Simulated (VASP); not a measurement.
Input of a VASP 6.6.1 run:

File INCAR:

```
PREC     = Accurate       # precision mode
ENCUT    = 520            # plane-wave cutoff, eV
EDIFF    = 1E-6           # SCF threshold, eV
ISMEAR   = -1             # smearing method
SIGMA    = 0.08           # smearing width, eV
LREAL    = F              # projectors in reciprocal space
LASPH    = T              # aspherical terms in the spheres
NELM     = 80             # most SCF steps
ALGO     = Normal         # electronic algorithm
ISIF     = 2              # what is computed and relaxed
LWAVE    = F              # write WAVECAR
LCHARG   = F              # write CHGCAR
GGA      = PE             # functional
NBANDS   = 26             # bands
```

KPOINTS

```
Automatic mesh
0
Gamma
  6 6 11
```

POSCAR

```
InSb
1.0
    5.4620658897      0.0000000000      0.0000000000
    0.0000000000      5.8240284417      0.0000000000
    0.0000000000      0.0000000000      3.1230740751
In Sb
2 2
Direct
    0.0000000000      0.0000000000      0.0000000000
    0.5000000000      0.5000000000      0.0000000000
    0.5000000000      0.0000000000      0.8350000000
    0.0000000000      0.5000000000      0.1650000000
```

Potentials or basis: VASP PAW PBE potentials, release 64 (In_d, Sb).

The run is started by

```bash
$ cat potpaw_PBE.64/In_d/POTCAR potpaw_PBE.64/Sb/POTCAR > POTCAR
$ mpirun -np 1 vasp_std > vasp.out
```

(1) Predict the band gap on the k mesh.

(2) What does it give for the pressure?

(3) What does it give for the largest force?

## Answers

(1) zero (band 18 reaches 10.28 eV, above the bottom of band 19 at 7.22 eV).

(2) 11.5 GPa.

(3) 0.604 eV/Å.

Caveat: spin-orbit coupling is left out, which moves the levels of the heavy elements.
